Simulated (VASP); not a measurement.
YCu, 2 atoms in the cell. Symmetry: Pm-3m, No. 221, cubic system. Conventional cell: a = 3.425 Å, b = 3.425 Å, c = 3.425 Å, α = 90.00°, β = 90.00°, γ = 90.00°. Within 3.9 Å of Y (site symmetry m-3m) lie 8 Cu at 2.97 Å and 6 Y at 3.43 Å. Within 3.9 Å of Cu (site symmetry m-3m) lie 8 Y at 2.97 Å and 6 Cu at 3.43 Å. 

- Program: VASP 6.6.1
- Task: relaxation of cell and atoms
- Functional: PBEsol
- Potentials or basis: VASP PAW PBE potentials, release 64 (Y_sv, Cu)
- Cutoff: 600 eV
- k mesh: 14 × 14 × 14
- Occupations: fermi-dirac, width 0.1 eV
- Spin: no spin polarisation
- Target pressure: 15 GPa
- Dipole correction: no
- Further INCAR settings: ALGO = Normal; EDIFF = 1e-07; IBRION = 2; EDIFFG = -0.002; NSW = 100; ISIF = 3

Potentials or basis: VASP PAW PBE potentials, release 64 (Y_sv, Cu).

The run is started by

```sh
$ cat potpaw_PBE.64/Y_sv/POTCAR potpaw_PBE.64/Cu/POTCAR > POTCAR
$ mpirun -np 1 vasp_std > vasp.out
```

Hardware: 1 thread of Intel Xeon 8259CL, on a shared host.

Question: How long does it take, and how much memory?

Answer: It took 10 min on 1 thread of Intel Xeon 8259CL, with other jobs on the host, peak memory 0.27 GiB. Counts: scf iterations 74, k points 120, ion steps 4.
